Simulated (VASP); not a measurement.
Wanted: the native input for a VASP 6.6.1 run.

```
Task                   : single point
Functional             : r2SCAN
Potentials or basis    : VASP PAW PBE potentials, release 64 (Pt, S)
Cutoff                 : 520 eV
k mesh                 : 6 × 6 × 4
Occupations            : gaussian, width 0.01 eV
Spin                   : no spin polarisation
Dipole correction      : no
Further INCAR settings : ALGO = Normal; EDIFF = 1e-07; NBANDS = 18
```

Crystal: PtS2.

```
CELL_PARAMETERS angstrom
3.55264 0.00000 0.00000
-1.77632 3.07668 0.00000
0.00000 0.00000 5.12271
ATOMIC_POSITIONS crystal
Pt 0.00000 0.00000 0.00000
S 0.33333 0.66667 0.23926
S 0.66667 0.33333 0.76074
```

These files were run (other wordings do the same):

POSCAR

```
PtS2
1.0
    3.5526415803      0.0000000000      0.0000000000
   -1.7763207902      3.0766778591      0.0000000000
    0.0000000000      0.0000000000      5.1227110450
Pt S
1 2
Direct
    0.0000000000      0.0000000000      0.0000000000
    0.3333333333      0.6666666667      0.2392599773
    0.6666666667      0.3333333333      0.7607400227
```

INCAR.step1

```
PREC = Accurate
ENCUT = 520
ISMEAR = 0
SIGMA = 0.01
LREAL = F
LASPH = T
NELM = 80
NBANDS = 18
GGA = PE
ALGO = Normal
EDIFF = 1E-4
LWAVE = T
LCHARG = F
```

INCAR.step2

```
PREC = Accurate
ENCUT = 520
EDIFF = 1E-7
ISMEAR = 0
SIGMA = 0.01
LREAL = F
LASPH = T
NELM = 80
ALGO = Normal
ISIF = 2
LWAVE = F
LCHARG = F
METAGGA = R2SCAN
LMIXTAU = T
NBANDS = 18
ISTART = 1
```

KPOINTS

```
regular mesh
0
Gamma
  6 6 4
```

Potentials or basis: VASP PAW PBE potentials, release 64 (Pt, S).

The run is started by

```bash
$ cat potpaw_PBE.64/Pt/POTCAR potpaw_PBE.64/S/POTCAR > POTCAR
$ cp INCAR.step1 INCAR
$ mpirun -np 1 vasp_std > vasp.out
$ cp INCAR.step2 INCAR
$ mpirun -np 1 vasp_std > vasp.out
```

Results of the run:

```
Pressure               : 1.2 GPa
Largest force          : 0.049 eV/Å
Band gap on the k mesh : 0.98 eV (least direct gap 1.59 eV)
```

Caveat: the PAW data sets were made with another functional, which shifts forces and pressure a little; spin-orbit coupling is left out, which moves the levels of the heavy elements.

Wall time 2.2 min on 1 thread of AMD EPYC 7R43 64-Core Processor (Zen 3), on a shared host, peak memory 0.15 GiB.
